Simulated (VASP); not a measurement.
The system is SiO2.

```
CELL_PARAMETERS angstrom
4.23655 0.00000 0.00000
0.00000 4.23655 0.00000
0.00000 0.00000 2.69035
ATOMIC_POSITIONS crystal
Si 0.50000 0.50000 0.50000
Si 0.00000 0.00000 0.00000
O 0.19300 0.80700 0.50000
O 0.80700 0.19300 0.50000
O 0.30700 0.30700 0.00000
O 0.69300 0.69300 0.00000
```

```yaml
Program: VASP 6.6.1
Task: relaxation of cell and atoms
Functional: r2SCAN
Potentials_or_basis: VASP PAW PBE potentials, release 64 (Si, O)
Cutoff: 600 eV
k_mesh: 6 × 6 × 8
Occupations: fermi-dirac, width 0.02 eV
Spin: no spin polarisation
```

At the start: pressure -9.6 GPa; volume 8.05 Å³/atom.

Question: How do energy, volume and symmetry change on relaxing?

Answer: Over 12 steps the energy falls by 8.0 meV/atom and the volume is 7.78 Å³/atom (-3.3 %); space group P4_2/mnm (No. 136, to 0.1 Å) before and after.

The path:
| step | energy change (eV) | largest force (eV/Å) | pressure (GPa) | volume (Å³) |
| --- | --- | --- | --- | --- |
| 1 | 0.0000 | 0.0686 | -9.59 | 48.29 |
| 2 | 0.0450 | 0.6009 | 15.13 | 45.00 |
| 3 | -0.0435 | 0.1902 | -0.25 | 46.90 |
| 4 | -0.0435 | 0.1957 | -0.05 | 46.87 |
| 5 | -0.0476 | 0.0240 | 0.16 | 46.70 |
| 6 | -0.0476 | 0.0298 | 0.17 | 46.69 |
| 7 | -0.0479 | 0.0024 | -0.17 | 46.72 |
| 8 | -0.0479 | 0.0044 | -0.09 | 46.72 |
| 9 | -0.0479 | 0.0053 | -0.09 | 46.72 |
| 10 | -0.0479 | 0.0056 | -0.08 | 46.72 |
| 11 | -0.0479 | 0.0048 | 0.10 | 46.69 |
| 12 | -0.0479 | 0.0019 | 0.02 | 46.70 |

Final structure:
```cif
data_structure
_symmetry_space_group_name_H-M 'P 1'
_symmetry_Int_Tables_number 1
_cell_length_a 4.1810
_cell_length_b 4.1810
_cell_length_c 2.6718
_cell_angle_alpha 90.000
_cell_angle_beta 90.000
_cell_angle_gamma 90.000
_cell_volume 46.70
loop_
_atom_site_label
_atom_site_type_symbol
_atom_site_fract_x
_atom_site_fract_y
_atom_site_fract_z
_atom_site_occupancy
Si1 Si 0.50000 0.50000 0.50000 1
Si2 Si 0.00000 0.00000 0.00000 1
O1 O 0.19411 0.80589 0.50000 1
O2 O 0.80589 0.19411 0.50000 1
O3 O 0.30589 0.30589 0.00000 1
O4 O 0.69411 0.69411 0.00000 1
```

Caveat: the PAW data sets were made with another functional, which shifts forces and pressure a little.
